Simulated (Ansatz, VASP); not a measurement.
**FeO: VASP beside Ansatz**

File INCAR:

```
SYSTEM = FeO
ALGO = Normal
EDIFF = 1E-6
ENCUT = 520
GGA = PE
ISIF = 2
ISMEAR = -1
ISPIN = 2
LASPH = .TRUE.
LCHARG = .FALSE.
LMAXMIX = 4
LORBIT = 11
LREAL = .FALSE.
LWAVE = .FALSE.
MAGMOM = 2.2 0
NBANDS = 18
NELM = 150
NUPDOWN = 2.2
PREC = Accurate
SIGMA = 0.05
```

File KPOINTS:

```
k-points
0
G
  9 9 9
  0 0 0
```

POSCAR

```
FeO
1.0
    1.5176821100      0.8762341800      2.5157945800
   -1.5176821100      0.8762341800      2.5157945800
    0.0000000000     -1.7524683500      2.5157945800
Fe O
1 1
Direct
    0.0000000000      0.0000000000      0.0000000000
    0.5000000000      0.5000000000      0.5000000000
```

File input.yaml:

```yaml
crystal:
  lattice:
    - [1.51768211, 0.87623418, 2.51579458]
    - [-1.51768211, 0.87623418, 2.51579458]
    - [0.0, -1.75246835, 2.51579458]
  atoms:
    - { symbol: Fe, position: [0.0, 0.0, 0.0], spin: 2.2 }
    - { symbol: O, position: [0.5, 0.5, 0.5] }
hamiltonian:
  xc: pbe
  pseudopotentials: { kind: paw }
magnetization:
  spin_polarized: true
  initial_magnetization: 2.2
  spin_locking: { lock_magnetization: hard }
kpoints:
  mp_grid: { grid: [9, 9, 9] }
scf:
  occupations: { method: fermi_dirac, width: 0.05 }
  lower_state_search: "off"
output:
  forces: true
  stress: true
  eigenvalues: true
  write_density: true
  write_potential: true
  elf: true
  volumetric_format: npy
```

Alike in both runs: task single point; functional PBE; k mesh 9 × 9 × 9; occupations fermi-dirac, width 0.05 eV; collinear spin; fixed moment 2.2 μB.

```csv
,VASP,Ansatz
version,VASP 6.6.1,Ansatz 0.2.0
potentials or method,"VASP PAW PBE potentials, release 64 (Fe, O)",Ansatz PAW
plane-wave cutoff (eV),520,420
valence electrons in the cell,14,22
```

Ansatz gave:

| Property | Result |
| --- | --- |
| pressure (GPa) | -17.8 |
| traceless stress, the component that is largest in VASP (GPa) | 0.96 |
| net moment per atom (μB) | 1.10 |
| size of the moment on the site where the two differ most (μB) | 2.07 |

Question: Which values does VASP return?

Answer: Pressure (GPa): -17.5; traceless stress, the component that is largest in VASP (GPa): 0.91; net moment per atom (μB): 1.10; size of the moment on the site where the two differ most (μB): 2.18.

Site moments also hang on the region over which each program counts them. The functional is the same, so the differences come from potentials, cutoffs and numerics. VASP's potentials hold 14 valence electrons a cell and Ansatz's 22, so a difference there can come from the potentials and not from the codes.
